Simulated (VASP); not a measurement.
# SnTe (rocksalt type) (Fm-3m) in VASP: notebook

Runs on SnTe (rocksalt type). Level: PBE. Tasks: relaxation of cell and atoms.

Program: VASP 6.6.1. These are calculated values, not measurements. Logs are shortened: lines on timing, memory, paths and dates and some standing lists are left out, and cuts for length are marked.

**1. The cell of the first run**

Symmetry: Fm-3m, No. 225, cubic system. The conventional cell has a = 5.783 Å, b = 5.783 Å, c = 5.783 Å, α = 90.00°, β = 90.00°, γ = 90.00°. Sn (site symmetry m-3m) has 6 Te at 2.89 Å within 3.8 Å. Within 3.8 Å of Te (site symmetry m-3m) lie 6 Sn at 2.89 Å.

**2. Relaxation of cell and atoms, PBE**

The input, INCAR:

```
ALGO = Normal
EDIFF = 1E-7
EDIFFG = -0.005
ENCUT = 600
GGA = PE
IBRION = 2
ISIF = 3
ISMEAR = -1
LASPH = True
LCHARG = False
LREAL = False
LWAVE = False
NELM = 100
NSW = 60
PREC = Accurate
SIGMA = 0.05
```

The input, KPOINTS:

```
k-points
0
Gamma
  12 12 12
```

The input, POSCAR:

```
SnTe
1.0
    0.0000000000      2.8916353749      2.8916353749
    2.8916353749      0.0000000000      2.8916353749
    2.8916353749      2.8916353749      0.0000000000
Sn Te
1 1
Direct
    0.0000000000      0.0000000000      0.0000000000
    0.5000000000      0.5000000000      0.5000000000
```

Potentials or basis: VASP PAW PBE potentials, release 64 (Sn_d, Te).

On the command line:

```bash
cat potpaw_PBE.64/Sn_d/POTCAR potpaw_PBE.64/Te/POTCAR > POTCAR
mpirun -np 1 vasp_std > vasp.out
```

OUTCAR:

```text
EDIFF = 1E-7
   EDIFFG = -0.005
   ENCUT = 600
   GGA = PE
   IBRION = 2
   ISIF = 3
   ISMEAR = -1
   LASPH = True
   LREAL = False
   NELM = 100
   NSW = 60
   PREC = Accurate

 ion  position               nearest neighbor table
   1  0.000  0.000  0.000-   2 2.89   2 2.89   2 2.89   2 2.89   2 2.89   2 2.89
   2  0.500  0.500  0.500-   1 2.89   1 2.89   1 2.89   1 2.89   1 2.89   1 2.89

  LATTYP: Found a face centered cubic cell.
 ALAT       =     5.7832707498

  Lattice vectors:

 A1 = (   0.0000000000,   2.8916353749,   2.8916353749)
 A2 = (   2.8916353749,   0.0000000000,   2.8916353749)
 A3 = (   2.8916353749,   2.8916353749,   0.0000000000)

Analysis of symmetry for initial positions (statically):
=====================================================================
 Subroutine PRICEL returns:
 Original cell was already a primitive cell.

 Routine SETGRP: Setting up the symmetry group for a
 face centered cubic supercell.

 Subroutine GETGRP returns: Found 48 space group operations
 (whereof 48 operations were pure point group operations)
 out of a pool of 48 trial point group operations.

The static configuration has the point symmetry O_h .

Analysis of symmetry for dynamics (positions and initial velocities):
=====================================================================
 Subroutine PRICEL returns:
 Original cell was already a primitive cell.

 Routine SETGRP: Setting up the symmetry group for a
 face centered cubic supercell.

 Subroutine GETGRP returns: Found 48 space group operations
 (whereof 48 operations were pure point group operations)
 out of a pool of 48 trial point group operations.

The dynamic configuration has the point symmetry O_h .

 Subroutine INISYM returns: Found 48 space group operations
 (whereof 48 operations are pure point group operations),
 and found     1 'primitive' translations

----------------------------------------------------------------------------------------

                                     Primitive cell

  volume of cell :      48.3571

  direct lattice vectors                    reciprocal lattice vectors
     0.000000000  2.891635375  2.891635375    -0.172912534  0.172912534  0.172912534
     2.891635375  0.000000000  2.891635375     0.172912534 -0.172912534  0.172912534
     2.891635375  2.891635375  0.000000000     0.172912534  0.172912534 -0.172912534

  length of vectors
     4.089389965  4.089389965  4.089389965     0.299493294  0.299493294  0.299493294

  position of ions in fractional coordinates (direct lattice)
     0.000000000  0.000000000  0.000000000
     0.500000000  0.500000000  0.500000000

  ion indices of the primitive-cell ions
   primitive index   ion index
                 1           1
                 2           2

----------------------------------------------------------------------------------------

 KPOINTS: k-points

Automatic generation of k-mesh.
 Grid dimensions read from file:
 generate k-points for:   12   12   12

 Generating k-lattice:

  Cartesian coordinates                     Fractional coordinates (reciprocal lattice)
    -0.014409378  0.014409378  0.014409378     0.083333333  0.000000000  0.000000000
     0.014409378 -0.014409378  0.014409378     0.000000000  0.083333333  0.000000000
     0.014409378  0.014409378 -0.014409378     0.000000000  0.000000000  0.083333333

  Length of vectors
     0.024957775  0.024957775  0.024957775

  Shift w.r.t. Gamma in fractional coordinates (k-lattice)
     0.000000000  0.000000000  0.000000000

 Subroutine IBZKPT returns following result:
 ===========================================

 Found     72 irreducible k-points:

 Following reciprocal coordinates:
            Coordinates               Weight
  0.000000  0.000000  0.000000      1.000000
  0.083333  0.000000  0.000000      8.000000
  0.166667  0.000000  0.000000      8.000000
  0.250000  0.000000  0.000000      8.000000
  0.333333  0.000000  0.000000      8.000000
  0.416667  0.000000  0.000000      8.000000
[... 16 lines left out ...]
  0.500000  0.166667  0.000000     24.000000
 -0.416667  0.166667  0.000000     24.000000
 [... further k-points ...]
   k-points           NKPTS =     72   k-points in BZ     NKDIM =     72   number of bands    NBANDS=     14
   number of dos      NEDOS =    301   number of ions     NIONS =      2
   total plane-waves  NPLWV =  46656
   dimension x,y,z NGX =    36 NGY =   36 NGZ =   36
   dimension x,y,z NGXF=    72 NGYF=   72 NGZF=   72
   ions per type =               1   1
   NGX,Y,Z   is equivalent  to a cutoff of  14.64, 14.64, 14.64 a.u.
   NGXF,Y,Z  is equivalent  to a cutoff of  29.27, 29.27, 29.27 a.u.
 SYSTEM =  unknown system
   PREC   = accura    normal or accurate (medium, high low for compatibility)
   ISTART =      0    job   : 0-new  1-cont  2-samecut
   ICHARG =      2    charge: 1-file 2-atom 10-const
   ISPIN  =      1    spin polarized calculation?
   LNONCOLLINEAR =      F non collinear calculations
   LSORBIT =      F    spin-orbit coupling
   LASPH  =      T    aspherical Exc in radial PAW
   ENCUT  =  600.0 eV  44.10 Ry    6.64 a.u.   8.17  8.17  8.17*2*pi/ulx,y,z
   NELM   =    100;   NELMIN=  2; NELMDL= -5     # of ELM steps
   EDIFF  = 0.1E-06   stopping-criterion for ELM
   LREAL  =      F    real-space projection
   EDIFFG = -.5E-02   stopping-criterion for IOM
   NSW    =     60    number of steps for IOM
   IBRION =      2    ionic relax: 0-MD 1-quasi-New 2-CG
   NFREE  =      1    steps in history (QN), initial steepest desc. (CG)
   ISIF   =      3    stress and relaxation
   ISYM   =      2    0-nonsym 1-usesym 2-fastsym
   POTIM  = 0.5000    time-step for ionic-motion
   TEBEG  =    0.0;   TEEND  =   0.0 temperature during run
   PSTRESS=    0.0 pullay stress
   NELECT =      20.0000    total number of electrons
   NUPDOWN=      -1.0000    fix difference up-down
   EMIN   =  10.00;   EMAX   =-10.00  energy-range for DOS
   EFERMI =   0.00;   METHOD = LEGACY
   ISMEAR =    -1;   SIGMA  =   0.05  broadening in eV -4-tet -1-fermi 0-gaus
   EFERMI_NEDOS =   21; number of points for ismear=-14 and -15
   IALGO  =     38    algorithm
   IMIX   =      4    mixing-type and parameters
     AMIX     =   0.40;   BMIX     =  1.00
     AMIX_MAG =   1.60;   BMIX_MAG =  1.00
  volume/ion in A,a.u.               =      24.18       163.17
  Fermi-wavevector in a.u.,A,eV,Ry     =   1.219733  2.304960 20.242036  1.487748
  Thomas-Fermi vector in A             =   2.354975
   LORBIT       =      0    0 simple, 1 ext, 2 COOP (PROOUT), +10 PAW based schemes
   GGA     = PE    functional components
   LHFCALC =     F    Hartree Fock is set to
   AEXX    =    0.0000 exact exchange contribution
   IVDW    =     0    specifies the selected vdW correction
   LEPSILON=     F    determine dielectric tensor
   LRPA    =     F    only Hartree local field effects (RPA)
 conjugate gradient relaxation of ions
 non-spin polarized calculation
  energy-cutoff  :      600.00
  volume of cell :       48.36
 maximum number of plane-waves:      1639
 NGX is ok and might be reduce to    36
   NGX = 17   NGY = 17   NGZ = 17

--------------------------------------- Ionic step        1  -------------------------------------------

 number of electron      20.0000002 magnetization

 Free energy of the ion-electron system (eV)
  ---------------------------------------------------
  ext. energy  EPLUGINS =         0.00000000
  ---------------------------------------------------
  free energy    TOTEN  =        -6.54831901 eV

  energy without entropy =       -6.54413730  energy(sigma->0) =       -6.54622816

 E-fermi :  10.6509     XC(G=0): -10.6991

 val. band max:       10.5039759818   @ k =  -0.3333   0.0833   0.0000
 cond. band min:      10.6656203283   @ k =  -0.4167   0.1667   0.0833
 fundamental gap:      0.1616443465
 Fermi energy:        10.6508557914

 k-point     1 :       0.0000    0.0000    0.0000
  band No.  band energies     occupation
      1     -11.5665      2.00000
      2     -11.5665      2.00000
      3     -11.5398      2.00000
      4     -11.5398      2.00000
      5     -11.5398      2.00000
      6      -4.4292      2.00000
      7       7.2495      2.00000
      8       7.7185      2.00000
      9       7.7185      2.00000
     10       7.7185      2.00000
     11      14.4899      0.00000
     12      14.4899      0.00000
     13      14.4899      0.00000
     14      14.8507      0.00000
[... 938 lines left out ...]
 POSITION                                       TOTAL-FORCE (eV/Angst)
 -----------------------------------------------------------------------------------
      3.20759      3.20759      6.41519        -0.000000      0.000000      0.000000
      3.20759      3.20759      3.20759         0.000000     -0.000000     -0.000000
 -----------------------------------------------------------------------------------
    total drift:                                0.000000      0.000000      0.000000

  FREE ENERGIE OF THE ION-ELECTRON SYSTEM (eV)
  ---------------------------------------------------
  free  energy   TOTEN  =        -7.5627287526 eV

  energy  without entropy=       -7.5623843192  energy(sigma->0) =       -7.56255654

--------------------------------------- Ionic step        5  -------------------------------------------

 number of electron      20.0000005 magnetization

 Free energy of the ion-electron system (eV)
  ---------------------------------------------------
  ext. energy  EPLUGINS =         0.00000000
  ---------------------------------------------------
  free energy    TOTEN  =        -7.56280733 eV

  energy without entropy =       -7.56245514  energy(sigma->0) =       -7.56263124

 E-fermi :   6.3616     XC(G=0):  -9.2695

 val. band max:        6.3384931277   @ k =   0.5000   0.0000   0.0000
 cond. band min:       6.3876319742   @ k =   0.5000   0.0000   0.0000
 fundamental gap:      0.0491388465
 Fermi energy:         6.3616497812

 k-point     1 :       0.0000    0.0000    0.0000
  band No.  band energies     occupation
      1     -15.5443      2.00000
      2     -15.5443      2.00000
      3     -15.5413      2.00000
      4     -15.5413      2.00000
      5     -15.5413      2.00000
      6      -6.0977      2.00000
      7       1.4745      2.00000
      8       4.3346      2.00000
      9       4.3346      2.00000
     10       4.3346      2.00000
     11       9.5850      0.00000
     12       9.5850      0.00000
     13       9.5850      0.00000
     14      11.1843      0.00000
[... 413 lines left out ...]
 POSITION                                       TOTAL-FORCE (eV/Angst)
 -----------------------------------------------------------------------------------
      0.00000      0.00000      0.00000         0.000000      0.000000     -0.000000
      3.20404      3.20404      3.20404         0.000000      0.000000      0.000000
 -----------------------------------------------------------------------------------
    total drift:                                0.000000      0.000000      0.000000

  FREE ENERGIE OF THE ION-ELECTRON SYSTEM (eV)
  ---------------------------------------------------
  free  energy   TOTEN  =        -7.5628073319 eV

  energy  without entropy=       -7.5624551406  energy(sigma->0) =       -7.56263124

 reached required accuracy - stopping structural energy minimisation
```

It took 98 s on 1 thread of Intel Xeon 6975P-C (Granite Rapids), shared host; peak memory 0.26 GiB.

Results:

| Property | Result |
| --- | --- |
| Free energy | -7.5628 eV |
| Relaxed volume | 32.89 Å³/atom |
| Relaxed cell | a = 4.531 Å, b = 4.531 Å, c = 4.531 Å, α = 60.00°, β = 60.00°, γ = 60.00° |
| Space group after relaxing (to 0.1 Å) | Fm-3m (No. 225) |
| Energy gained by relaxing | 507.2 meV/atom |
| Ionic steps | 5 |
| Pressure after relaxing | 0.0 GPa |
| Band gap on the k mesh | 0.05 eV |

Step by step:
| step | energy change (eV) | largest force (eV/Å) | pressure (GPa) | volume (Å³) |
| --- | --- | --- | --- | --- |
| 1 | 0.0000 | 0.0000 | 24.46 | 48.36 |
| 2 | -0.7725 | 0.0000 | -4.96 | 79.07 |
| 3 | -1.0144 | 0.0000 | 0.11 | 65.62 |
| 4 | -1.0144 | 0.0000 | -0.12 | 66.00 |
| 5 | -1.0145 | 0.0000 | 0.01 | 65.78 |

Final structure:
```
Sn Te
1.0
     0.00000    3.20404    3.20404
     3.20404    0.00000    3.20404
     3.20404    3.20404    0.00000
Sn Te
1 1
Direct
  0.00000 0.00000 0.00000
  0.50000 0.50000 0.50000
```

Caveat: the volume moved by over 15 % at a fixed basis, so the end points are rough; spin-orbit coupling is left out, which moves the levels of the heavy elements. A k mesh can miss the band edges.

**3. Relaxation of cell and atoms, PBE, target pressure 0.015 GPa, at which the enthalpy is minimised**

This run uses another cell than the first one, of 32.90 Å³/atom.

The input, INCAR:

```
ALGO = Normal ; EDIFF = 1E-6
EDIFFG = -0.005 ; ENCUT = 600
GGA = PE ; IBRION = 2
ISIF = 3 ; ISMEAR = -1
LASPH = T ; LCHARG = F
LREAL = F ; LWAVE = F
NELM = 100 ; NSW = 60
PREC = Accurate ; PSTRESS = 0.15
SIGMA = 0.05
```

KPOINTS is that of step 2.

The input, POSCAR:

```
SnTe
1.0
    0.0000000000      3.2043480406      3.2043480406
    3.2043480406      0.0000000000      3.2043480406
    3.2043480406      3.2043480406      0.0000000000
Sn Te
1 1
Direct
    0.0000000000      0.0000000000      0.0000000000
    0.5000000000      0.5000000000      0.5000000000
```

Potentials or basis: VASP PAW PBE potentials, release 64 (Sn_d, Te).

On the command line:

```bash
cat potpaw_PBE.64/Sn_d/POTCAR potpaw_PBE.64/Te/POTCAR > POTCAR
mpirun -np 1 vasp_std > vasp.out
```

Run time: 43 s. Hardware: 1 thread of Intel Xeon 6975P-C (Granite Rapids), shared host; peak memory 0.27 GiB.

Results (log left out):

| Property | Result |
| --- | --- |
| Free energy | -7.5657 eV |
| Relaxed volume | 32.89 Å³/atom |
| Relaxed cell | a = 4.531 Å, b = 4.531 Å, c = 4.531 Å, α = 60.00°, β = 60.00°, γ = 60.00° |
| Space group after relaxing (to 0.1 Å) | Fm-3m (No. 225) |
| Energy change on relaxing (the run minimises the enthalpy) | +0.0 meV/atom |
| Ionic steps | 3 |
| Pressure after relaxing | 0.0 GPa |
| Band gap on the k mesh | 0.05 eV |

Final structure:
```
CELL_PARAMETERS angstrom
0.00000 3.20396 3.20396
3.20396 0.00000 3.20396
3.20396 3.20396 0.00000
ATOMIC_POSITIONS crystal
Sn 0.00000 0.00000 0.00000
Te 0.50000 0.50000 0.50000
```

Levels at points of the mesh, in eV from the valence-band top:
```csv
k point,band 7,band 8,band 9,band 10,band 11,band 12,band 13,band 14
"(0.00, 0.00, 0.00)",-4.86,-2.00,-2.00,-2.00,3.25,3.25,3.25,4.85
"(0.50, 0.00, 0.00)",-8.07,-1.68,-1.68,0.00,0.05,0.45,0.45,7.67
"(0.50, 0.50, 0.00)",-6.43,-5.22,-3.50,-3.50,2.38,4.69,4.69,6.03
```

Caveat: the cell is relaxed towards a set pressure, so the run minimises the enthalpy, not the energy; spin-orbit coupling is left out, which moves the levels of the heavy elements.

**4. Relaxation of cell and atoms, PBE, target pressure 0.015 GPa, at which the enthalpy is minimised**

This run uses another cell than the first one, of 32.90 Å³/atom.

The input, INCAR:

```
SYSTEM = SnTe
PREC = Accurate
ENCUT = 600
EDIFF = 1E-6
ISMEAR = -1
SIGMA = 0.05
LREAL = .False.
LASPH = .True.
NELM = 60
ALGO = Normal
ISIF = 3
LWAVE = .False.
LCHARG = .False.
GGA = PE
IBRION = 2
NSW = 32
EDIFFG = -0.005
PSTRESS = 0.15
```

The input, KPOINTS:

```
Automatic mesh
0
Gamma
  12 12 12
  0 0 0
```

POSCAR is that of step 3.

On the command line:

```bash
cat potpaw_PBE.64/Sn_d/POTCAR potpaw_PBE.64/Te/POTCAR > POTCAR
mpirun -np 1 vasp_std > vasp.out
```

Run time: 44 s. Hardware: 1 thread of Intel Xeon 6975P-C (Granite Rapids), shared host; peak memory 0.27 GiB.

It converged, with:

```yaml
Free_energy: -7.5657 eV
Relaxed_volume: 32.89 Å³/atom
Relaxed_cell: a = 4.531 Å, b = 4.531 Å, c = 4.531 Å, α = 60.00°, β = 60.00°, γ = 60.00°
Space_group_after_relaxing_to_0.1_Å: Fm-3m (No. 225)
Energy_change_on_relaxing_the_run_minimises_the_enthalpy: +0.0 meV/atom
Ionic_steps: 3
Pressure_after_relaxing: 0.0 GPa
Band_gap_on_the_k_mesh: 0.05 eV
```

Final structure:
```
Sn Te
1.0
     0.00000    3.20396    3.20396
     3.20396    0.00000    3.20396
     3.20396    3.20396    0.00000
Sn Te
1 1
Direct
  0.00000 0.00000 0.00000
  0.50000 0.50000 0.50000
```

Levels at points of the mesh, in eV from the valence-band top:
| k point | band 7 | band 8 | band 9 | band 10 | band 11 | band 12 | band 13 | band 14 |
| --- | --- | --- | --- | --- | --- | --- | --- | --- |
| (0.00, 0.00, 0.00) | -4.86 | -2.00 | -2.00 | -2.00 | 3.25 | 3.25 | 3.25 | 4.85 |
| (0.50, 0.00, 0.00) | -8.07 | -1.68 | -1.68 | 0.00 | 0.05 | 0.45 | 0.45 | 7.67 |
| (0.50, 0.50, 0.00) | -6.43 | -5.22 | -3.50 | -3.50 | 2.38 | 4.69 | 4.69 | 6.03 |

Caveat: the cell is relaxed towards a set pressure, so the run minimises the enthalpy, not the energy; spin-orbit coupling is left out, which moves the levels of the heavy elements. A k mesh can miss the band edges.
